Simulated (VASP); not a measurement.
Wanted: the native input for a VASP 6.6.1 run.

```
Task                   : relaxation of cell and atoms
Functional             : r2SCAN
Dispersion             : rVV10
Potentials or basis    : VASP PAW PBE potentials, release 64 (Sn_d, Te)
Cutoff                 : 600 eV
k mesh                 : 5 × 5 × 5
Occupations            : fermi-dirac, width 0.05 eV
Spin                   : no spin polarisation
Dipole correction      : no
Further INCAR settings : ALGO = Normal; EDIFF = 1e-06; IBRION = 2; EDIFFG = -0.01; NSW = 80; ISIF = 3
```

Crystal: SnTe.

```
Sn Te
1.0
     0.00000    3.15085    3.15085
     3.15085    0.00000    3.15085
     3.15085    3.15085    0.00000
Sn Te
1 1
Direct
  0.00000 0.00000 0.00000
  0.50000 0.50000 0.50000
```

The input as run:

POSCAR

```
SnTe
1.0
    0.0000000000      3.1508500000      3.1508500000
    3.1508500000      0.0000000000      3.1508500000
    3.1508500000      3.1508500000      0.0000000000
Sn Te
1 1
Direct
    0.0000000000      0.0000000000      0.0000000000
    0.5000000000      0.5000000000      0.5000000000
```

INCAR.step1

```
PREC = Accurate ; ENCUT = 600
ISMEAR = -1 ; SIGMA = 0.05
LREAL = False ; LASPH = True
NELM = 80 ; GGA = PE
ALGO = Normal ; EDIFF = 1E-4
LWAVE = True ; LCHARG = False
```

INCAR.step2

```
PREC = Accurate ; ENCUT = 600
EDIFF = 1E-6 ; ISMEAR = -1
SIGMA = 0.05 ; LREAL = False
LASPH = True ; NELM = 80
ALGO = Normal ; ISIF = 3
LWAVE = False ; LCHARG = False
METAGGA = R2SCAN ; LMIXTAU = True
LUSE_VDW = True ; IVDW_NL = 2
BPARAM = 11.95 ; CPARAM = 0.0093
IBRION = 2 ; NSW = 80
EDIFFG = -0.01 ; ISTART = 1
```

KPOINTS

```
regular mesh
0
Gamma
  5 5 5
```

Potentials or basis: VASP PAW PBE potentials, release 64 (Sn_d, Te).

Launch:

```console
$ cat potpaw_PBE.64/Sn_d/POTCAR potpaw_PBE.64/Te/POTCAR > POTCAR
$ cp INCAR.step1 INCAR
$ mpirun -np 1 vasp_std > vasp.out
$ cp INCAR.step2 INCAR
$ mpirun -np 1 vasp_std > vasp.out
```

It gave:

```
Relaxed volume                        : 31.85 Å³/atom
Relaxed cell                          : a = 4.483 Å, b = 4.483 Å, c = 4.483 Å, α = 60.00°, β = 60.00°, γ = 60.00°
Space group after relaxing (to 0.1 Å) : Fm-3m (No. 225)
Energy gained by relaxing             : 1.5 meV/atom
Ionic steps                           : 3
Pressure after relaxing               : 0.0 GPa
```

Caveat: the PAW data sets were made with another functional, which shifts forces and pressure a little.

Run time: 4.4 min on 1 thread of AMD EPYC 7R43 64-Core Processor (Zen 3) (shared host), peak memory 0.36 GiB.
